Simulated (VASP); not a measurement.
# Cd (P6_3/mmc) in VASP: a series of runs

Runs on Cd. Level: PBE. Tasks: single point.

All numbers are computed with VASP 6.6.1; they aren't measurements. Logs are shortened: lines on timing, memory, paths and dates and some standing lists are left out, and cuts for length are marked.

### 1 The cell of the first run

Symmetry: P6_3/mmc, No. 194, hexagonal system. Conventional cell: a = 2.979 Å, b = 2.979 Å, c = 5.618 Å, α = 90.00°, β = 90.00°, γ = 120.00°. Cd (site symmetry -6m2) has 12 Cd at 2.98 to 3.29 Å within 3.9 Å.

### 2 Single point, PBE

INCAR

```
SYSTEM = Cd
  PREC = Accurate
  ENCUT = 520
  EDIFF = 1E-6
  ISMEAR = -1
  SIGMA = 0.1
  LREAL = .FALSE.
  LASPH = .TRUE.
  NELM = 60
  ALGO = Normal
  ISIF = 2
  LWAVE = .FALSE.
  LCHARG = .FALSE.
  GGA = PE
  NBANDS = 19
```

KPOINTS

```
Automatic mesh
0
G
  9 9 4
  0 0 0
```

POSCAR

```
Cd
1.0
    2.9788700000      0.0000000000      0.0000000000
   -1.4894350000      2.5797770000      0.0000000000
    0.0000000000      0.0000000000      5.6176500000
Cd
2
Direct
    0.3333333333      0.6666666667      0.2500000000
    0.6666666667      0.3333333333      0.7500000000
```

Potentials or basis: VASP PAW PBE potentials, release 64 (Cd).

Run with:

```sh
cat potpaw_PBE.64/Cd/POTCAR > POTCAR
mpirun -np 1 vasp_std > vasp.out
```

OUTCAR:

```text
SYSTEM = Cd
   PREC = Accurate
   ENCUT = 520
   EDIFF = 1E-6
   ISMEAR = -1
   LREAL = .FALSE.
   LASPH = .TRUE.
   NELM = 60
   ISIF = 2
   GGA = PE

 ion  position               nearest neighbor table
   1  0.333  0.667  0.250-   2 3.29   2 3.29   2 3.29   2 3.29   2 3.29   2 3.29
   2  0.667  0.333  0.750-   1 3.29   1 3.29   1 3.29   1 3.29   1 3.29   1 3.29

  LATTYP: Found a hexagonal cell.
 ALAT       =     2.9788700000
 C/A-ratio  =     1.8858325472

  Lattice vectors:

 A1 = (   2.9788700000,   0.0000000000,   0.0000000000)
 A2 = (  -1.4894350000,   2.5797770000,   0.0000000000)
 A3 = (   0.0000000000,   0.0000000000,   5.6176500000)

Analysis of symmetry for initial positions (statically):
=====================================================================
 Subroutine PRICEL returns:
 Original cell was already a primitive cell.

 Routine SETGRP: Setting up the symmetry group for a
 hexagonal supercell.

 Subroutine GETGRP returns: Found 24 space group operations
 (whereof 12 operations were pure point group operations)
 out of a pool of 24 trial point group operations.

The static configuration has the point symmetry D_3d.
 The point group associated with its full space group is D_6h.

Analysis of symmetry for dynamics (positions and initial velocities):
=====================================================================
 Subroutine PRICEL returns:
 Original cell was already a primitive cell.

 Routine SETGRP: Setting up the symmetry group for a
 hexagonal supercell.

 Subroutine GETGRP returns: Found 24 space group operations
 (whereof 12 operations were pure point group operations)
 out of a pool of 24 trial point group operations.

The dynamic configuration has the point symmetry D_3d.
 The point group associated with its full space group is D_6h.

 Subroutine INISYM returns: Found 24 space group operations
 (whereof 12 operations are pure point group operations),
 and found     1 'primitive' translations

----------------------------------------------------------------------------------------

                                     Primitive cell

  volume of cell :      43.1706

  direct lattice vectors                    reciprocal lattice vectors
     2.978870000  0.000000000  0.000000000     0.335697765  0.193815202  0.000000000
    -1.489435000  2.579777000  0.000000000     0.000000000  0.387630404  0.000000000
     0.000000000  0.000000000  5.617650000     0.000000000  0.000000000  0.178010378

  length of vectors
     2.978870000  2.978869918  5.617650000     0.387630393  0.387630404  0.178010378

  position of ions in fractional coordinates (direct lattice)
     0.333333333  0.666666667  0.250000000
     0.666666667  0.333333333  0.750000000

  ion indices of the primitive-cell ions
   primitive index   ion index
                 1           1
                 2           2

----------------------------------------------------------------------------------------

 KPOINTS: Automatic mesh

Automatic generation of k-mesh.
 Grid dimensions read from file:
 generate k-points for:    9    9    4

 Generating k-lattice:

  Cartesian coordinates                     Fractional coordinates (reciprocal lattice)
     0.037299752  0.021535022  0.000000000     0.111111111  0.000000000  0.000000000
     0.000000000  0.043070045  0.000000000     0.000000000  0.111111111  0.000000000
     0.000000000  0.000000000  0.044502595     0.000000000  0.000000000  0.250000000

  Length of vectors
     0.043070044  0.043070045  0.044502595

  Shift w.r.t. Gamma in fractional coordinates (k-lattice)
     0.000000000  0.000000000  0.000000000

 Subroutine IBZKPT returns following result:
 ===========================================

 Found     36 irreducible k-points:

 Following reciprocal coordinates:
            Coordinates               Weight
  0.000000  0.000000  0.000000      1.000000
  0.111111  0.000000  0.000000      6.000000
  0.222222  0.000000  0.000000      6.000000
  0.333333  0.000000  0.000000      6.000000
  0.444444  0.000000  0.000000      6.000000
  0.111111  0.111111  0.000000      6.000000
[... 16 lines left out ...]
  0.333333  0.222222  0.250000     24.000000
  0.333333  0.333333  0.250000      4.000000
 [... further k-points ...]
   k-points           NKPTS =     36   k-points in BZ     NKDIM =     36   number of bands    NBANDS=     19
   number of dos      NEDOS =    301   number of ions     NIONS =      2
   total plane-waves  NPLWV =  24192
   dimension x,y,z NGX =    24 NGY =   24 NGZ =   42
   dimension x,y,z NGXF=    48 NGYF=   48 NGZF=   84
   ions per type =               2
   NGX,Y,Z   is equivalent  to a cutoff of  13.39, 13.39, 12.43 a.u.
   NGXF,Y,Z  is equivalent  to a cutoff of  26.79, 26.79, 24.86 a.u.
 SYSTEM =  Cd
   PREC   = accura    normal or accurate (medium, high low for compatibility)
   ISTART =      0    job   : 0-new  1-cont  2-samecut
   ICHARG =      2    charge: 1-file 2-atom 10-const
   ISPIN  =      1    spin polarized calculation?
   LNONCOLLINEAR =      F non collinear calculations
   LSORBIT =      F    spin-orbit coupling
   LASPH  =      T    aspherical Exc in radial PAW
   ENCUT  =  520.0 eV  38.22 Ry    6.18 a.u.   5.54  5.54 10.45*2*pi/ulx,y,z
   NELM   =     60;   NELMIN=  2; NELMDL= -5     # of ELM steps
   EDIFF  = 0.1E-05   stopping-criterion for ELM
   LREAL  =      F    real-space projection
   EDIFFG = 0.1E-04   stopping-criterion for IOM
   NSW    =      0    number of steps for IOM
   IBRION =     -1    ionic relax: 0-MD 1-quasi-New 2-CG
   NFREE  =      0    steps in history (QN), initial steepest desc. (CG)
   ISIF   =      2    stress and relaxation
   ISYM   =      2    0-nonsym 1-usesym 2-fastsym
   POTIM  = 0.5000    time-step for ionic-motion
   TEBEG  =    0.0;   TEEND  =   0.0 temperature during run
   PSTRESS=    0.0 pullay stress
   NELECT =      24.0000    total number of electrons
   NUPDOWN=      -1.0000    fix difference up-down
   EMIN   =  10.00;   EMAX   =-10.00  energy-range for DOS
   EFERMI =   0.00;   METHOD = LEGACY
   ISMEAR =    -1;   SIGMA  =   0.10  broadening in eV -4-tet -1-fermi 0-gaus
   EFERMI_NEDOS =   21; number of points for ismear=-14 and -15
   IALGO  =     38    algorithm
   IMIX   =      4    mixing-type and parameters
     AMIX     =   0.40;   BMIX     =  1.00
     AMIX_MAG =   1.60;   BMIX_MAG =  1.00
  volume/ion in A,a.u.               =      21.59       145.66
  Fermi-wavevector in a.u.,A,eV,Ry     =   1.346116  2.543790 24.654137  1.812028
  Thomas-Fermi vector in A             =   2.473974
   LORBIT       =      0    0 simple, 1 ext, 2 COOP (PROOUT), +10 PAW based schemes
   GGA     = PE    functional components
   LHFCALC =     F    Hartree Fock is set to
   AEXX    =    0.0000 exact exchange contribution
   IVDW    =     0    specifies the selected vdW correction
   LEPSILON=     F    determine dielectric tensor
   LRPA    =     F    only Hartree local field effects (RPA)
 non-spin polarized calculation
  energy-cutoff  :      520.00
  volume of cell :       43.17
 maximum number of plane-waves:      1188
 NGX is ok and might be reduce to    24
   NGX = 11   NGY = 11   NGZ = 21

 number of electron      23.9999993 magnetization

 Free energy of the ion-electron system (eV)
  ---------------------------------------------------
  ext. energy  EPLUGINS =         0.00000000
  ---------------------------------------------------
  free energy    TOTEN  =        -1.44920899 eV

  energy without entropy =       -1.41436174  energy(sigma->0) =       -1.43178537

 E-fermi :   3.1892     XC(G=0): -11.0314

 val. band max:        3.1019065039   @ k =   0.3333   0.1111   0.0000
 cond. band min:       3.2167069852   @ k =   0.4444   0.1111   0.5000
 fundamental gap:      0.1148004813
 Fermi energy:         3.1891616561

 k-point     1 :       0.0000    0.0000    0.0000
  band No.  band energies     occupation
      1      -6.9111      2.00000
      2      -6.6447      2.00000
      3      -6.2809      2.00000
      4      -6.2809      2.00000
      5      -6.2298      2.00000
      6      -6.2298      2.00000
[... 11 lines left out ...]
     18      17.8651      0.00000
     19      18.7089      0.00000

 k-point     2 :       0.1111    0.0000    0.0000
  band No.  band energies     occupation
      1      -6.7951      2.00000
      2      -6.5470      2.00000
      3      -6.3234      2.00000
      4      -6.2634      2.00000
      5      -6.1688      2.00000
      6      -6.1217      2.00000
[... 11 lines left out ...]
     18      17.7371      0.00000
     19      18.9092      0.00000

 k-point     3 :       0.2222    0.0000    0.0000
  band No.  band energies     occupation
      1      -6.7427      2.00000
      2      -6.5134      2.00000
      3      -6.3272      2.00000
      4      -6.1550      2.00000
      5      -6.1146      2.00000
      6      -5.8940      2.00000
[... 11 lines left out ...]
     18      15.8081      0.00000
     19      16.3768      0.00000

 k-point     4 :       0.3333    0.0000    0.0000
  band No.  band energies     occupation
      1      -6.9116      2.00000
      2      -6.7078      2.00000
      3      -6.4840      2.00000
      4      -6.0922      2.00000
      5      -6.0872      2.00000
      6      -5.9738      2.00000
[... 11 lines left out ...]
     18      15.9380      0.00000
     19      16.9718      0.00000

 k-point     5 :       0.4444    0.0000    0.0000
  band No.  band energies     occupation
      1      -7.0388      2.00000
      2      -6.8380      2.00000
      3      -6.6734      2.00000
      4      -6.2028      2.00000
      5      -6.0293      2.00000
      6      -5.9525      2.00000
[... 11 lines left out ...]
     18      15.7316      0.00000
     19      15.9692      0.00000
[... 334 lines left out ...]
      2      -6.7853      2.00000
      3      -6.6407      2.00000
      4      -6.3968      2.00000
      5      -6.0580      2.00000
      6      -5.7527      2.00000
[... 11 lines left out ...]
     18      12.2632      0.00000
     19      16.4743      0.00000

 k-point    22 :       0.2222    0.2222    0.2500
  band No.  band energies     occupation
      1      -6.5776      2.00000
      2      -6.5202      2.00000
      3      -6.3985      2.00000
      4      -6.3582      2.00000
      5      -6.1803      2.00000
      6      -5.9617      2.00000
[... 11 lines left out ...]
     18      13.0532      0.00000
     19      14.9514      0.00000

 k-point    23 :       0.3333    0.2222    0.2500
  band No.  band energies     occupation
      1      -6.6027      2.00000
      2      -6.5515      2.00000
      3      -6.3922      2.00000
      4      -6.3496      2.00000
      5      -6.2144      2.00000
      6      -5.8799      2.00000
[... 11 lines left out ...]
     18      11.4580      0.00000
     19      14.0583      0.00000

 k-point    24 :       0.3333    0.3333    0.2500
  band No.  band energies     occupation
      1      -6.4786      2.00000
      2      -6.3822      2.00000
      3      -6.3822      2.00000
      4      -6.1671      2.00000
      5      -6.1091      2.00000
      6      -6.1091      2.00000
[... 11 lines left out ...]
     18      10.8472      0.00000
     19      12.1838      0.00000

 [... further k-points ...]

------------------------ aborting loop because EDIFF is reached ----------------------------------------

  FORCE on cell =-STRESS in cart. coord.  units (eV):
  Direction    XX          YY          ZZ          XY          YZ          ZX
  --------------------------------------------------------------------------------------
  -------------------------------------------------------------------------------------
  Total        1.0235364      1.0235363      0.9270101      0.0000000     -0.0000000      0.0000000
  in kB       37.9861683     37.9861655     34.4038193      0.0000000     -0.0000000      0.0000000
  external PRESSURE =      36.7920510 kB  Pullay stress =       0.0000000 kB

 VOLUME and BASIS-vectors are now :
 -----------------------------------------------------------------------------
  energy-cutoff  :      520.00
  volume of cell :       43.17
      direct lattice vectors                 reciprocal lattice vectors
     2.978870000  0.000000000  0.000000000     0.335697765  0.193815202  0.000000000
    -1.489435000  2.579777000  0.000000000     0.000000000  0.387630404  0.000000000
     0.000000000  0.000000000  5.617650000     0.000000000  0.000000000  0.178010378

 POSITION                                       TOTAL-FORCE (eV/Angst)
 -----------------------------------------------------------------------------------
     -0.00000      1.71985      1.40441         0.000000      0.000000      0.000000
      1.48944      0.85993      4.21324        -0.000000     -0.000000      0.000000
 -----------------------------------------------------------------------------------
    total drift:                               -0.000000      0.000000     -0.000000

  FREE ENERGIE OF THE ION-ELECTRON SYSTEM (eV)
  ---------------------------------------------------
  free  energy   TOTEN  =        -1.4492089873 eV

  energy  without entropy=       -1.4143617437  energy(sigma->0) =       -1.43178537
```

Run time: 12 s. Hardware: 1 thread of Intel Xeon Platinum 8559C (Emerald Rapids), shared host; peak memory 0.16 GiB.

Results:

```yaml
Free_energy: -1.4492 eV
Pressure: 3.7 GPa
Band_gap_on_the_k_mesh: zero (band 12 reaches 4.02 eV, above the bottom of band 13 at -0.05 eV)
```

Levels at points of the mesh, in eV from the Fermi level:
| k point | band 8 | band 9 | band 10 | band 11 | band 12 | band 13 | band 14 | band 15 | band 16 | band 17 |
| --- | --- | --- | --- | --- | --- | --- | --- | --- | --- | --- |
| (0.00, 0.00, 0.00) | -8.95 | -8.95 | -8.69 | -8.69 | -3.25 | -3.24 | 10.36 | 14.25 | 14.67 | 14.68 |
| (0.00, 0.00, 0.50) | -8.80 | -8.80 | -8.80 | -7.58 | -7.58 | 3.51 | 3.51 | 14.58 | 14.58 | 15.62 |

### 3 Single point, PBE

This run uses another cell than the first one, of 22.45 Å³/atom, 1.040 times its volume.

INCAR

```
ALGO     = Normal         # electronic algorithm
EDIFF    = 1E-7           # SCF threshold, eV
ENCUT    = 520            # plane-wave cutoff, eV
GGA      = PE             # functional
ISIF     = 2              # what is computed and relaxed
ISMEAR   = -1             # smearing method
LASPH    = T              # aspherical terms in the spheres
LCHARG   = F              # write CHGCAR
LREAL    = F              # projectors in reciprocal space
LWAVE    = F              # write WAVECAR
NBANDS   = 19             # bands
NELM     = 100            # most SCF steps
PREC     = Accurate       # precision mode
SIGMA    = 0.1            # smearing width, eV
```

KPOINTS

```
k-points
0
Gamma
  9 9 4
```

POSCAR

```
Cd
1.0
    3.0180701533      0.0000000000      0.0000000000
   -1.5090350766      2.6137253273      0.0000000000
    0.0000000000      0.0000000000      5.6915749249
Cd
2
Direct
    0.3333333333      0.6666666667      0.2500000000
    0.6666666667      0.3333333333      0.7500000000
```

Potentials or basis: VASP PAW PBE potentials, release 64 (Cd).

Run with:

```sh
cat potpaw_PBE.64/Cd/POTCAR > POTCAR
mpirun -np 1 vasp_std > vasp.out
```

It took 10 s on 1 thread of Intel Xeon Platinum 8559C (Emerald Rapids), shared host; peak memory 0.17 GiB.

The run converged. Its results:

* Free energy: -1.4769 eV
* Pressure: 1.5 GPa
* Band gap on the k mesh: zero (band 12 reaches 3.75 eV, above the bottom of band 13 at -0.16 eV)

Stress tensor (GPa, compression positive):
```
1.51 0.00 0.00
0.00 1.51 0.00
0.00 0.00 1.62
```

Levels at points of the mesh, in eV from the Fermi level:
```csv
k point,band 8,band 9,band 10,band 11,band 12,band 13,band 14,band 15,band 16,band 17
"(0.00, 0.00, 0.00)",-8.85,-8.78,-8.62,-8.62,-3.23,-3.04,10.15,14.11,14.28,14.28
"(0.00, 0.00, 0.50)",-8.72,-8.72,-8.72,-7.34,-7.34,3.43,3.43,14.43,14.43,15.21
```
